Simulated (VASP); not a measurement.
Set up this calculation in VASP 6.6.1, as the native input.

| Property | Result |
| --- | --- |
| Task | single point |
| Functional | PBEsol |
| Potentials or basis | VASP PAW PBE potentials, release 64 (Al, Ni) |
| Cutoff | 520 eV |
| k mesh | 14 × 14 × 14 |
| Occupations | gaussian, width 0.1 eV |
| Spin | no spin polarisation |
| Dipole correction | no |
| Further INCAR settings | ALGO = Fast; EDIFF = 1e-06; NBANDS = 24 |

The structure of AlNi3 lies in POSCAR:

```
AlNi3
1.0
    0.0000000000      2.7984078493      2.7984078493
    2.7984078493      0.0000000000      2.7984078493
    2.7984078493      2.7984078493      0.0000000000
Al Ni
1 3
Direct
    0.5000000000      0.5000000000      0.5000000000
    0.2500000000      0.2500000000      0.2500000000
    0.0000000000      0.0000000000      0.0000000000
    0.7500000000      0.7500000000      0.7500000000
```

One way to write it, as run:

INCAR

```
SYSTEM = AlNi3
ALGO     = Fast           ! electronic algorithm
EDIFF    = 1E-6           ! SCF threshold, eV
ENCUT    = 520            ! plane-wave cutoff, eV
GGA      = PS             ! functional
ISIF     = 2              ! what is computed and relaxed
ISMEAR   = 0              ! smearing method
LASPH    = .TRUE.         ! aspherical terms in the spheres
LCHARG   = .TRUE.         ! write CHGCAR
LELF     = .TRUE.         ! ELF
LREAL    = .FALSE.        ! projectors in reciprocal space
LVHAR    = .TRUE.       
LWAVE    = .FALSE.        ! write WAVECAR
NBANDS   = 24             ! bands
NELM     = 100            ! most SCF steps
PREC     = Accurate       ! precision mode
SIGMA    = 0.1            ! smearing width, eV
```

KPOINTS

```
k-points
0
G
  14 14 14
  0 0 0
```

Potentials or basis: VASP PAW PBE potentials, release 64 (Al, Ni).

Run with:

```bash
$ cat potpaw_PBE.64/Al/POTCAR potpaw_PBE.64/Ni/POTCAR > POTCAR
$ mpirun -np 1 vasp_std > vasp.out
```

Results of the run:

```yaml
Pressure: 0.1 GPa
```

Caveat: the PAW data sets were made with another functional, which shifts forces and pressure a little.

Wall time 2.2 min on 1 thread of Intel(R) Xeon(R) Platinum 8259CL CPU @ 2.50GHz (Skylake/Cascade Lake), with other jobs on the host, peak memory 0.23 GiB.
